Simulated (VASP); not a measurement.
A run of VASP 6.6.1:

Contents of POSCAR:

```
MgO
1.0
    2.9380209034      0.0000000000      0.0000000000
   -1.4690104517      2.5444007392      0.0000000000
    0.0000000000      0.0000000000      2.6796800000
Mg O
1 1
Direct
    0.0000000000      0.0000000000      0.0000000000
    0.3333333333      0.6666666667      0.5000000000
```

File INCAR.step1:

```
  ALGO = Normal
  EDIFF = 1E-5
  ENCUT = 600
  GGA = PE
  ISMEAR = -1
  LASPH = True
  LCHARG = False
  LREAL = False
  LWAVE = True
  NBANDS = 11
  NELM = 80
  PREC = Accurate
  SIGMA = 0.05
```

Contents of INCAR.step2:

```
  AEXX = 1.0
  AGGAC = 0.0
  ALDAC = 0.0
  ALGO = Normal
  EDIFF = 1E-7
  EDIFFG = -0.01
  ENCUT = 600
  GGA = PE
  IBRION = 2
  ISIF = 3
  ISMEAR = -1
  ISTART = 1
  LASPH = True
  LCHARG = False
  LHFCALC = True
  LREAL = False
  LWAVE = False
  NELM = 80
  NSW = 60
  PREC = Accurate
  PRECFOCK = Normal
  SIGMA = 0.05
```

KPOINTS

```
k-points
0
Gamma
  5 5 5
```

Potentials or basis: VASP PAW PBE potentials, release 64 (Mg, O).

Run with:

```bash
$ cat potpaw_PBE.64/Mg/POTCAR potpaw_PBE.64/O/POTCAR > POTCAR
$ cp INCAR.step1 INCAR
$ mpirun -np 1 vasp_std > vasp.out
$ cp INCAR.step2 INCAR
$ mpirun -np 1 vasp_std > vasp.out
```

Hardware: 1 thread of Intel(R) Xeon(R) 6975P-C (Granite Rapids) (shared host).

Question: How long does it take, and how much memory?

Answer: It took 11 min on 1 thread of Intel(R) Xeon(R) 6975P-C (Granite Rapids), with other jobs on the host, peak memory 0.15 GiB. Counts: k points 15, ion steps 5.
